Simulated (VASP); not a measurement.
# Ga2P (F-43m) in VASP: further runs

Runs on Ga2P. Level: PBE. Tasks: relaxation of cell and atoms, single point.

Everything below comes from runs of VASP 6.6.1. Logs are shortened: lines on timing, memory, paths and dates and some standing lists are left out, and cuts for length are marked.

### Step 1. The cell of the first run

It takes space group F-43m (No. 216, cubic). The conventional cell has a = 6.310 Å, b = 6.310 Å, c = 6.310 Å, α = 90.00°, β = 90.00°, γ = 90.00°. Ga (site symmetry -43m) has 4 Ga at 2.73 Å and 6 P at 3.16 Å within 3.6 Å. Within 3.6 Å of Ga (site symmetry -43m) lie 4 Ga at 2.73 Å and 4 P at 2.73 Å. P (site symmetry -43m) has 10 Ga at 2.73 to 3.16 Å within 3.6 Å.

### Step 2. Relaxation of cell and atoms, PBE

File INCAR:

```
ALGO = Normal
EDIFF = 1E-6
EDIFFG = -0.04
ENCUT = 600
GGA = PE
IBRION = 2
ISIF = 3
ISMEAR = 0
LASPH = T
LCHARG = F
LREAL = F
LWAVE = F
NELM = 60
NSW = 90
PREC = Accurate
SIGMA = 0.1
```

File KPOINTS:

```
k-points
0
Gamma
  6 6 6
```

File POSCAR:

```
Ga2P
1.0
    0.0000000000      3.1550701255      3.1550701255
    3.1550701255      0.0000000000      3.1550701255
    3.1550701255      3.1550701255      0.0000000000
Ga P
2 1
Direct
    0.5000000000      0.5000000000      0.5000000000
    0.7500000000      0.7500000000      0.7500000000
    0.0000000000      0.0000000000      0.0000000000
```

Potentials or basis: VASP PAW PBE potentials, release 64 (Ga_d, P).

The run is started by

```sh
cat potpaw_PBE.64/Ga_d/POTCAR potpaw_PBE.64/P/POTCAR > POTCAR
mpirun -np 1 vasp_std > vasp.out
```

OUTCAR:

```text
EDIFF = 1E-6
   EDIFFG = -0.04
   ENCUT = 600
   GGA = PE
   IBRION = 2
   ISIF = 3
   ISMEAR = 0
   LASPH = T
   LREAL = F
   NELM = 60
   NSW = 90
   PREC = Accurate

 ion  position               nearest neighbor table
   1  0.500  0.500  0.500-   2 2.73   2 2.73   2 2.73   2 2.73
   2  0.750  0.750  0.750-   1 2.73   1 2.73   1 2.73   1 2.73   3 2.73   3 2.73   3 2.73   3 2.73

   3  0.000  0.000  0.000-   2 2.73   2 2.73   2 2.73   2 2.73

  LATTYP: Found a face centered cubic cell.
 ALAT       =     6.3101402510

  Lattice vectors:

 A1 = (   0.0000000000,   3.1550701255,   3.1550701255)
 A2 = (   3.1550701255,   0.0000000000,   3.1550701255)
 A3 = (   3.1550701255,   3.1550701255,   0.0000000000)

Analysis of symmetry for initial positions (statically):
=====================================================================
 Subroutine PRICEL returns:
 Original cell was already a primitive cell.

 Routine SETGRP: Setting up the symmetry group for a
 face centered cubic supercell.

 Subroutine GETGRP returns: Found 24 space group operations
 (whereof 24 operations were pure point group operations)
 out of a pool of 48 trial point group operations.

The static configuration has the point symmetry T_d .

Analysis of symmetry for dynamics (positions and initial velocities):
=====================================================================
 Subroutine PRICEL returns:
 Original cell was already a primitive cell.

 Routine SETGRP: Setting up the symmetry group for a
 face centered cubic supercell.

 Subroutine GETGRP returns: Found 24 space group operations
 (whereof 24 operations were pure point group operations)
 out of a pool of 48 trial point group operations.

The dynamic configuration has the point symmetry T_d .

 Subroutine INISYM returns: Found 24 space group operations
 (whereof 24 operations are pure point group operations),
 and found     1 'primitive' translations

----------------------------------------------------------------------------------------

                                     Primitive cell

[... 140 lines left out ...]
  Total       -0.2811548     -0.2811548     -0.2811548      0.0000000      0.0000000      0.0000000
  in kB       -7.1713181     -7.1713181     -7.1713181      0.0000000      0.0000000      0.0000000
  external PRESSURE =      -7.1713181 kB  Pullay stress =       0.0000000 kB

 VOLUME and BASIS-vectors are now :
 -----------------------------------------------------------------------------
  energy-cutoff  :      600.00
  volume of cell :       62.81
      direct lattice vectors                 reciprocal lattice vectors
     0.000000000  3.155070125  3.155070125    -0.158475083  0.158475083  0.158475083
     3.155070125  0.000000000  3.155070125     0.158475083 -0.158475083  0.158475083
     3.155070125  3.155070125  0.000000000     0.158475083  0.158475083 -0.158475083

 POSITION                                       TOTAL-FORCE (eV/Angst)
 -----------------------------------------------------------------------------------
      3.15507      3.15507      3.15507         0.000000      0.000000      0.000000
      4.73261      4.73261      4.73261         0.000000     -0.000000     -0.000000
      0.00000      0.00000      0.00000        -0.000000     -0.000000     -0.000000
 -----------------------------------------------------------------------------------
    total drift:                                0.000000      0.000000      0.000000

  FREE ENERGIE OF THE ION-ELECTRON SYSTEM (eV)
  ---------------------------------------------------
  free  energy   TOTEN  =       -10.4018960994 eV

  energy  without entropy=      -10.3869938943  energy(sigma->0) =      -10.39444500

--------------------------------------- Ionic step        2  -------------------------------------------

 number of electron      31.0000000 magnetization

 Free energy of the ion-electron system (eV)
  ---------------------------------------------------
  ext. energy  EPLUGINS =         0.00000000
  ---------------------------------------------------
  free energy    TOTEN  =       -10.40385419 eV

  energy without entropy =      -10.38925795  energy(sigma->0) =      -10.39655607

 E-fermi :   5.0769     XC(G=0): -10.1278

 val. band max:        5.0515857558   @ k =   0.5000   0.1667   0.0000
 cond. band min:       5.0933255687   @ k =   0.3333   0.1667   0.0000
 fundamental gap:      0.0417398129
 Fermi energy:         5.0769283261

 k-point     1 :       0.0000    0.0000    0.0000
  band No.  band energies     occupation
      1     -10.0950      2.00000
      2     -10.0950      2.00000
      3     -10.0950      2.00000
      4     -10.0598      2.00000
      5     -10.0598      2.00000
      6      -9.8467      2.00000
[... 329 lines left out ...]
      6      -9.8980      2.00000
[... 11 lines left out ...]
     18       9.1745      0.00000
     19       9.4858      0.00000

------------------------ aborting loop because EDIFF is reached ----------------------------------------

  FORCE on cell =-STRESS in cart. coord.  units (eV):
  Direction    XX          YY          ZZ          XY          YZ          ZX
  --------------------------------------------------------------------------------------
  -------------------------------------------------------------------------------------
  Total       -0.0134135     -0.0134135     -0.0134135      0.0000000     -0.0000000      0.0000000
  in kB       -0.3468152     -0.3468152     -0.3468152      0.0000000     -0.0000000      0.0000000
  external PRESSURE =      -0.3468152 kB  Pullay stress =       0.0000000 kB

 VOLUME and BASIS-vectors are now :
 -----------------------------------------------------------------------------
  energy-cutoff  :      600.00
  volume of cell :       61.97
      direct lattice vectors                 reciprocal lattice vectors
    -0.000000000  3.140805368  3.140805368    -0.159194837  0.159194837  0.159194837
     3.140805368  0.000000000  3.140805368     0.159194837 -0.159194837  0.159194837
     3.140805368  3.140805368 -0.000000000     0.159194837  0.159194837 -0.159194837

 POSITION                                       TOTAL-FORCE (eV/Angst)
 -----------------------------------------------------------------------------------
      3.14081      3.14081      3.14081        -0.000000     -0.000000     -0.000000
      4.71121      4.71121      4.71121         0.000000      0.000000      0.000000
      6.28161      3.14081      3.14081        -0.000000     -0.000000     -0.000000
 -----------------------------------------------------------------------------------
    total drift:                                0.000000      0.000000      0.000000

  FREE ENERGIE OF THE ION-ELECTRON SYSTEM (eV)
  ---------------------------------------------------
  free  energy   TOTEN  =       -10.4038541876 eV

  energy  without entropy=      -10.3892579467  energy(sigma->0) =      -10.39655607

 reached required accuracy - stopping structural energy minimisation
```

It took 39 s on 1 thread of AMD EPYC 9R45 (Zen 5), shared host; peak memory 0.18 GiB.

What came out:

```yaml
Free_energy: -10.4039 eV
Relaxed_volume: 20.66 Å³/atom
Relaxed_cell: a = 4.442 Å, b = 4.442 Å, c = 4.442 Å, α = 60.00°, β = 60.00°, γ = 60.00°
Space_group_after_relaxing_to_0.05_Å: F-43m (No. 216)
Energy_gained_by_relaxing: 0.7 meV/atom
Ionic_steps: 2
Pressure_after_relaxing: 0.0 GPa
```

Step by step:
```tsv
step	energy change (eV)	largest force (eV/Å)	pressure (GPa)	volume (Å³)
1	0.0000	0.0000	-0.72	62.81
2	-0.0020	0.0000	-0.03	61.97
```

Final structure:
```xyz
3
Lattice="0.0000 3.1408 3.1408 3.1408 0.0000 3.1408 3.1408 3.1408 0.0000" Properties=species:S:1:pos:R:3 pbc="T T T"
Ga    3.1408    3.1408    3.1408
Ga    4.7112    4.7112    4.7112
P     6.2816    3.1408    3.1408
```

### Step 3. Single point, PBE

This run uses another cell than the first one, of 20.41 Å³/atom, 0.975 times its volume.

File INCAR:

```
SYSTEM = Ga2P
ALGO = Normal
EDIFF = 1E-6
ENCUT = 520
GGA = PE
ISIF = 2
ISMEAR = 0
LASPH = .TRUE.
LCHARG = .FALSE.
LREAL = .FALSE.
LWAVE = .FALSE.
NBANDS = 22
NELM = 100
PREC = Accurate
SIGMA = 0.1
```

File KPOINTS:

```
k-points
0
G
  12 12 12
  0 0 0
```

File POSCAR:

```
Ga2P
1.0
    0.0000000000      3.1281099246      3.1281099246
    3.1281099246      0.0000000000      3.1281099246
    3.1281099246      3.1281099246      0.0000000000
Ga P
2 1
Direct
    0.5000000000      0.5000000000      0.5000000000
    0.2500000000      0.2500000000      0.2500000000
    0.0000000000      0.0000000000      0.0000000000
```

Potentials or basis: VASP PAW PBE potentials, release 64 (Ga_d, P).

The run is started by

```sh
cat potpaw_PBE.64/Ga_d/POTCAR potpaw_PBE.64/P/POTCAR > POTCAR
mpirun -np 1 vasp_std > vasp.out
```

Run time: 98 s. Hardware: 1 thread of AMD EPYC 9R45 (Zen 5), shared host; peak memory 0.22 GiB.

It converged, with:

* Free energy: -10.4837 eV
* Pressure: 0.1 GPa

Levels at points of the mesh, in eV from the Fermi level:
| k point | band 11 | band 12 | band 13 | band 14 | band 15 | band 16 | band 17 | band 18 | band 19 | band 20 |
| --- | --- | --- | --- | --- | --- | --- | --- | --- | --- | --- |
| (0.00, 0.00, 0.00) | -12.35 | -4.69 | -1.77 | -1.77 | -1.77 | 0.89 | 0.89 | 0.89 | 1.09 | 4.39 |
| (0.50, 0.00, 0.00) | -10.75 | -8.30 | -3.08 | -2.35 | -2.35 | 0.27 | 0.27 | 0.35 | 4.91 | 6.55 |
| (0.50, 0.50, 0.00) | -10.23 | -7.47 | -5.41 | -4.02 | -4.02 | -0.40 | 4.17 | 4.17 | 5.04 | 6.93 |

### Step 4. Relaxation of cell and atoms, PBE

This run uses another cell than the first one, of 20.61 Å³/atom, 0.984 times its volume.

File INCAR:

```
SYSTEM = Ga2P
ALGO     = Normal         ! electronic algorithm
EDIFF    = 1E-6           ! SCF threshold, eV
EDIFFG   = -0.01          ! ionic threshold
ENCUT    = 600            ! plane-wave cutoff, eV
GGA      = PE             ! functional
IBRION   = 2              ! ionic algorithm
ISIF     = 3              ! what is computed and relaxed
ISMEAR   = 0              ! smearing method
LASPH    = .True.         ! aspherical terms in the spheres
LCHARG   = .False.        ! write CHGCAR
LREAL    = .False.        ! projectors in reciprocal space
LWAVE    = .False.        ! write WAVECAR
NELM     = 100            ! most SCF steps
NSW      = 100            ! ionic steps
PREC     = Accurate       ! precision mode
SIGMA    = 0.1            ! smearing width, eV
```

File KPOINTS:

```
k-points
0
Gamma
  12 12 12
  0 0 0
```

File POSCAR:

```
Ga2P
1.0
    0.0000000000      3.1383494215      3.1383494215
    3.1383494215      0.0000000000      3.1383494215
    3.1383494215      3.1383494215      0.0000000000
Ga P
2 1
Direct
    0.5000000000      0.5000000000      0.5000000000
    0.2500000000      0.2500000000      0.2500000000
    0.0000000000      0.0000000000      0.0000000000
```

The run is started by

```sh
cat potpaw_PBE.64/Ga_d/POTCAR potpaw_PBE.64/P/POTCAR > POTCAR
mpirun -np 1 vasp_std > vasp.out
```

Run time: 2 min. Hardware: 1 thread of AMD EPYC 9R45 (Zen 5), shared host; peak memory 0.23 GiB.

Results (log left out):

```
Free energy                            : -10.4837 eV
Relaxed volume                         : 20.42 Å³/atom
Relaxed cell                           : a = 4.425 Å, b = 4.425 Å, c = 4.425 Å, α = 60.00°, β = 60.00°, γ = 60.00°
Space group after relaxing (to 0.05 Å) : F-43m (No. 216)
Energy gained by relaxing              : 0.3 meV/atom
Ionic steps                            : 2
Pressure after relaxing                : 0.0 GPa
```

The path:
```tsv
step	energy change (eV)	largest force (eV/Å)	pressure (GPa)	volume (Å³)
1	0.0000	0.0000	-0.50	61.82
2	-0.0008	0.0000	0.00	61.25
```

Final structure:
```yaml
crystal:
  lattice:
    - [0.00000, 3.12862, 3.12862]
    - [3.12862, 0.00000, 3.12862]
    - [3.12862, 3.12862, 0.00000]
  atoms:
    - { symbol: Ga, position: [0.50000, 0.50000, 0.50000] }
    - { symbol: Ga, position: [0.25000, 0.25000, 0.25000] }
    - { symbol: P, position: [0.00000, 0.00000, 0.00000] }
```

Levels at points of the mesh, in eV from the Fermi level:
```tsv
k point	band 12	band 13	band 14	band 15	band 16	band 17	band 18	band 19
(0.00, 0.00, 0.00)	-4.69	-1.77	-1.77	-1.77	0.89	0.89	0.89	1.08
(0.50, 0.00, 0.00)	-8.30	-3.08	-2.35	-2.35	0.27	0.27	0.35	4.91
(0.50, 0.50, 0.00)	-7.47	-5.41	-4.01	-4.01	-0.40	4.17	4.17	5.04
```

### Step 5. Overview

| task | cell | k mesh | cutoff (eV) | gap on the mesh (eV) | pressure (GPa) | relaxed volume (Å³/atom) |
| --- | --- | --- | --- | --- | --- | --- |
| relaxation of cell and atoms | relaxed from a = 4.462 Å, angles 60.0°, 3 atoms | 6 × 6 × 6 | 600 | none | 0.0 | 20.66 |
| single point | a = 4.424 Å, angles 60.0°, 3 atoms | 12 × 12 × 12 | 520 | none | 0.1 | - |
| relaxation of cell and atoms | relaxed from a = 4.438 Å, angles 60.0°, 3 atoms | 12 × 12 × 12 | 600 | none | 0.0 | 20.42 |

Alike in all rows: level PBE; potentials or basis VASP PAW PBE potentials, release 64 (Ga_d, P); no spin polarisation; smearing gaussian 0.1 eV.

Absolute energies hang on the potentials; compare differences alone.
